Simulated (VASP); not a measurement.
# BN (P6_3/mmc) in VASP: a series of runs

Runs on BN. Level: r2SCAN. Tasks: single point.

Program: VASP 6.6.1. These are calculated values, not measurements. Logs are shortened: lines on timing, memory, paths and dates and some standing lists are left out, and cuts for length are marked.

## 1. The cell of the first run

The structure is hexagonal, space group P6_3/mmc (No. 194). Conventional cell: a = 2.491 Å, b = 2.491 Å, c = 4.001 Å, α = 90.00°, β = 90.00°, γ = 120.00°. Within 2.3 Å of B (site symmetry -3m) lie 6 N at 1.75 Å and 2 B at 2.00 Å. N (site symmetry -6m2) has 6 B at 1.75 Å within 2.3 Å.

## 2. Single point, r2SCAN

The input, POSCAR:

```
BN
1.0
    2.4913353509      0.0000000000      0.0000000000
   -1.2456676755      2.1575597032      0.0000000000
    0.0000000000      0.0000000000      4.0010591815
B N
2 2
Direct
    0.0000000000      0.0000000000      0.0000000000
    0.0000000000      0.0000000000      0.5000000000
    0.3333333333      0.6666666667      0.2500000000
    0.6666666667      0.3333333333      0.7500000000
```

The input, INCAR.step1:

```
SYSTEM = BN
PREC     = Accurate       ! precision mode
ENCUT    = 520            ! plane-wave cutoff, eV
ISMEAR   = 0              ! smearing method
SIGMA    = 0.01           ! smearing width, eV
LREAL    = .False.        ! projectors in reciprocal space
LASPH    = .True.         ! aspherical terms in the spheres
NELM     = 100            ! most SCF steps
NBANDS   = 16             ! bands
GGA      = PE             ! functional
ALGO     = Normal         ! electronic algorithm
EDIFF    = 1E-4           ! SCF threshold, eV
LWAVE    = .True.         ! write WAVECAR
LCHARG   = .False.        ! write CHGCAR
```

The input, INCAR.step2:

```
SYSTEM = BN
PREC     = Accurate       ! precision mode
ENCUT    = 520            ! plane-wave cutoff, eV
EDIFF    = 1E-6           ! SCF threshold, eV
ISMEAR   = 0              ! smearing method
SIGMA    = 0.01           ! smearing width, eV
LREAL    = .False.        ! projectors in reciprocal space
LASPH    = .True.         ! aspherical terms in the spheres
NELM     = 100            ! most SCF steps
ALGO     = Normal         ! electronic algorithm
ISIF     = 2              ! what is computed and relaxed
LWAVE    = .False.        ! write WAVECAR
LCHARG   = .False.        ! write CHGCAR
METAGGA  = R2SCAN         ! meta-GGA
LMIXTAU  = .True.       
NBANDS   = 16             ! bands
ISTART   = 1
```

The input, KPOINTS:

```
Automatic mesh
0
Gamma
  9 9 6
  0 0 0
```

Potentials or basis: VASP PAW PBE potentials, release 64 (B, N).

Command:

```console
cat potpaw_PBE.64/B/POTCAR potpaw_PBE.64/N/POTCAR > POTCAR
cp INCAR.step1 INCAR
mpirun -np 1 vasp_std > vasp.out
cp INCAR.step2 INCAR
mpirun -np 1 vasp_std > vasp.out
```

OUTCAR:

```text
SYSTEM = BN
   PREC = Accurate
   ENCUT = 520
   EDIFF = 1E-6
   ISMEAR = 0
   LREAL = .False.
   LASPH = .True.
   NELM = 100
   ISIF = 2
   METAGGA = R2SCAN
   ISTART = 1

 ion  position               nearest neighbor table
   1  0.000  0.000  0.000-   3 1.75   4 1.75   4 1.75   3 1.75   4 1.75   3 1.75   2 2.00   2 2.00

   2  0.000  0.000  0.500-   3 1.75   4 1.75   4 1.75   3 1.75   4 1.75   3 1.75   1 2.00   1 2.00

   3  0.333  0.667  0.250-   1 1.75   2 1.75   1 1.75   2 1.75   1 1.75   2 1.75
   4  0.667  0.333  0.750-   1 1.75   2 1.75   1 1.75   2 1.75   1 1.75   2 1.75

  LATTYP: Found a hexagonal cell.
 ALAT       =     2.4913353509
 C/A-ratio  =     1.6059898079

  Lattice vectors:

 A1 = (   2.4913353509,   0.0000000000,   0.0000000000)
 A2 = (  -1.2456676755,   2.1575597032,   0.0000000000)
 A3 = (   0.0000000000,   0.0000000000,   4.0010591815)

Analysis of symmetry for initial positions (statically):
=====================================================================
 Subroutine PRICEL returns:
 Original cell was already a primitive cell.

 Routine SETGRP: Setting up the symmetry group for a
 hexagonal supercell.

 Subroutine GETGRP returns: Found 24 space group operations
 (whereof 12 operations were pure point group operations)
 out of a pool of 24 trial point group operations.

The static configuration has the point symmetry D_3d.
 The point group associated with its full space group is D_6h.

Analysis of symmetry for dynamics (positions and initial velocities):
=====================================================================
 Subroutine PRICEL returns:
 Original cell was already a primitive cell.

 Routine SETGRP: Setting up the symmetry group for a
 hexagonal supercell.

 Subroutine GETGRP returns: Found 24 space group operations
 (whereof 12 operations were pure point group operations)
 out of a pool of 24 trial point group operations.

The dynamic configuration has the point symmetry D_3d.
 The point group associated with its full space group is D_6h.

 Subroutine INISYM returns: Found 24 space group operations
 (whereof 12 operations are pure point group operations),
 and found     1 'primitive' translations

----------------------------------------------------------------------------------------

                                     Primitive cell
[... 90 lines left out ...]
   LNONCOLLINEAR =      F non collinear calculations
   LSORBIT =      F    spin-orbit coupling
   LASPH  =      T    aspherical Exc in radial PAW
   ENCUT  =  520.0 eV  38.22 Ry    6.18 a.u.   4.63  4.63  7.44*2*pi/ulx,y,z
   NELM   =    100;   NELMIN=  2; NELMDL=  0     # of ELM steps
   EDIFF  = 0.1E-05   stopping-criterion for ELM
   LREAL  =      F    real-space projection
   EDIFFG = 0.1E-04   stopping-criterion for IOM
   NSW    =      0    number of steps for IOM
   IBRION =     -1    ionic relax: 0-MD 1-quasi-New 2-CG
   NFREE  =      0    steps in history (QN), initial steepest desc. (CG)
   ISIF   =      2    stress and relaxation
   ISYM   =      2    0-nonsym 1-usesym 2-fastsym
   POTIM  = 0.5000    time-step for ionic-motion
   TEBEG  =    0.0;   TEEND  =   0.0 temperature during run
   PSTRESS=    0.0 pullay stress
   NELECT =      16.0000    total number of electrons
   NUPDOWN=      -1.0000    fix difference up-down
   EMIN   =  10.00;   EMAX   =-10.00  energy-range for DOS
   EFERMI =   0.00;   METHOD = LEGACY
   ISMEAR =     0;   SIGMA  =   0.01  broadening in eV -4-tet -1-fermi 0-gaus
   EFERMI_NEDOS =   21; number of points for ismear=-14 and -15
   IALGO  =     38    algorithm
   IMIX   =      4    mixing-type and parameters
     AMIX     =   0.40;   BMIX     =  1.00
     AMIX_MAG =   1.60;   BMIX_MAG =  1.00
  volume/ion in A,a.u.               =       5.38        36.28
  Fermi-wavevector in a.u.,A,eV,Ry     =   1.483400  2.803219 29.939272  2.200474
  Thomas-Fermi vector in A             =   2.597066
   LORBIT       =      0    0 simple, 1 ext, 2 COOP (PROOUT), +10 PAW based schemes
   METAGGA = R2SCAN    functional components
   LHFCALC =     F    Hartree Fock is set to
   AEXX    =    0.0000 exact exchange contribution
   IVDW    =     0    specifies the selected vdW correction
   LEPSILON=     F    determine dielectric tensor
   LRPA    =     F    only Hartree local field effects (RPA)
 non-spin polarized calculation
 Gauss-broadening in eV      SIGMA  =   0.01
  energy-cutoff  :      520.00
  volume of cell :       21.51
 maximum number of plane-waves:       590
 NGX is ok and might be reduce to    20
   NGX =  9   NGY =  9   NGZ = 15

 number of electron      15.9999997 magnetization

 Free energy of the ion-electron system (eV)
  ---------------------------------------------------
  ext. energy  EPLUGINS =         0.00000000
  ---------------------------------------------------
  free energy    TOTEN  =       -30.83704098 eV

  energy without entropy =      -30.83704098  energy(sigma->0) =      -30.83704098

 E-fermi :  10.0861     XC(G=0): -14.6234

 val. band max:       10.0105216578   @ k =   0.2222   0.0000   0.0000
 cond. band min:      11.8628148134   @ k =   0.3333   0.3333   0.0000
 fundamental gap:      1.8522931556
 Fermi energy:        10.0861475788

 k-point     1 :       0.0000    0.0000    0.0000
  band No.  band energies     occupation
      1     -13.4314      2.00000
      2      -8.1331      2.00000
      3      -2.6670      2.00000
      4       8.5956      2.00000
      5       8.5956      2.00000
      6       9.3278      2.00000
[... 433 lines left out ...]
      3      -2.2070      2.00000
      4       0.5784      2.00000
      5       1.6421      2.00000
      6       1.6421      2.00000
[... 8 lines left out ...]
     15      25.5362      0.00000
     16      25.5362      0.00000

 [... further k-points ...]
[... 5 lines left out ...]
  --------------------------------------------------------------------------------------
  -------------------------------------------------------------------------------------
  Total        0.0531942      0.0531942      0.0313471     -0.0000000      0.0000000      0.0000000
  in kB        3.9628280      3.9628280      2.3352738     -0.0000000      0.0000000      0.0000000
  external PRESSURE =       3.4203099 kB  Pullay stress =       0.0000000 kB

 VOLUME and BASIS-vectors are now :
 -----------------------------------------------------------------------------
  energy-cutoff  :      520.00
  volume of cell :       21.51
      direct lattice vectors                 reciprocal lattice vectors
     2.491335351  0.000000000  0.000000000     0.401391165  0.231743297  0.000000000
    -1.245667676  2.157559703  0.000000000     0.000000000  0.463486595  0.000000000
     0.000000000  0.000000000  4.001059181     0.000000000  0.000000000  0.249933819

 POSITION                                       TOTAL-FORCE (eV/Angst)
 -----------------------------------------------------------------------------------
      0.00000      0.00000      0.00000         0.000000      0.000000     -0.000000
      0.00000      0.00000      2.00053         0.000000      0.000000     -0.000000
     -0.00000      1.43837      1.00026        -0.000000      0.000000     -0.000000
      1.24567      0.71919      3.00079         0.000000     -0.000000      0.000000
 -----------------------------------------------------------------------------------
    total drift:                                0.000000     -0.000000      0.000000

  FREE ENERGIE OF THE ION-ELECTRON SYSTEM (eV)
  ---------------------------------------------------
  free  energy   TOTEN  =       -30.8370409823 eV

  energy  without entropy=      -30.8370409823  energy(sigma->0) =      -30.83704098
```

OUTCAR.step1:

```text
SYSTEM = BN
   PREC = Accurate
   ENCUT = 520
   ISMEAR = 0
   LREAL = .False.
   LASPH = .True.
   NELM = 100
[... 689 lines left out ...]
      0.00000      0.00000      2.00053         0.000000      0.000000      0.000000
     -0.00000      1.43837      1.00026         0.000000     -0.000000      0.000000
      1.24567      0.71919      3.00079        -0.000000      0.000000     -0.000000
 -----------------------------------------------------------------------------------
    total drift:                                0.000000     -0.000000      0.000000

  FREE ENERGIE OF THE ION-ELECTRON SYSTEM (eV)
  ---------------------------------------------------
  free  energy   TOTEN  =       -27.8423016087 eV

  energy  without entropy=      -27.8423016087  energy(sigma->0) =      -27.84230161
```

OSZICAR.step1:

```text
N       E                     dE             d eps       ncg     rms          rms(c)
DAV:   1     0.409781159882E+02    0.40978E+02   -0.86283E+03  1552   0.100E+03
DAV:   2    -0.271431463021E+02   -0.68121E+02   -0.62057E+02  2168   0.224E+02
DAV:   3    -0.293737220142E+02   -0.22306E+01   -0.22231E+01  1824   0.365E+01
DAV:   4    -0.293786637621E+02   -0.49417E-02   -0.49407E-02  1920   0.193E+00
DAV:   5    -0.293786793202E+02   -0.15558E-04   -0.15558E-04  1752   0.890E-02    0.871E+00
DAV:   6    -0.278356099028E+02    0.15431E+01   -0.19980E+00  2176   0.139E+01    0.334E+00
DAV:   7    -0.278418512408E+02   -0.62413E-02   -0.29779E-01  1856   0.422E+00    0.230E+00
DAV:   8    -0.278437312583E+02   -0.18800E-02   -0.87531E-03  1872   0.100E+00    0.257E-01
DAV:   9    -0.278422340236E+02    0.14972E-02   -0.17494E-03  2024   0.519E-01    0.642E-02
DAV:  10    -0.278423016087E+02   -0.67585E-04   -0.25638E-04  1576   0.132E-01
   1 F= -.27842302E+02 E0= -.27842302E+02  d E =-.479570E-20
```

Run time: 40 s. Hardware: 1 thread of AMD EPYC 9R45 (Zen 5), shared host; peak memory 0.11 GiB.

Results:

- Free energy: -30.8370 eV
- Pressure: 0.3 GPa
- Band gap on the k mesh: 1.85 eV, indirect (least direct gap 5.67 eV)

Stress tensor (GPa, compression positive):
```
0.40 0.00 0.00
0.00 0.40 0.00
0.00 0.00 0.23
```

Levels at points of the mesh, in eV from the valence-band top:
```
           k point  band 4  band 5  band 6  band 7  band 8  band 9  band 10  band 11  band 12  band 13
(0.00, 0.00, 0.00)   -1.41   -1.41   -0.68   -0.68   -0.12    6.38     8.70     9.27     9.27     9.47
(0.00, 0.00, 0.50)   -6.26   -0.93   -0.93   -0.93   -0.93    7.68     7.68     8.57     8.57     8.57
```

Caveat: the PAW data sets were made with another functional, which shifts forces and pressure a little. A k mesh can miss the band edges.

(Continued in part 2 of 2.)
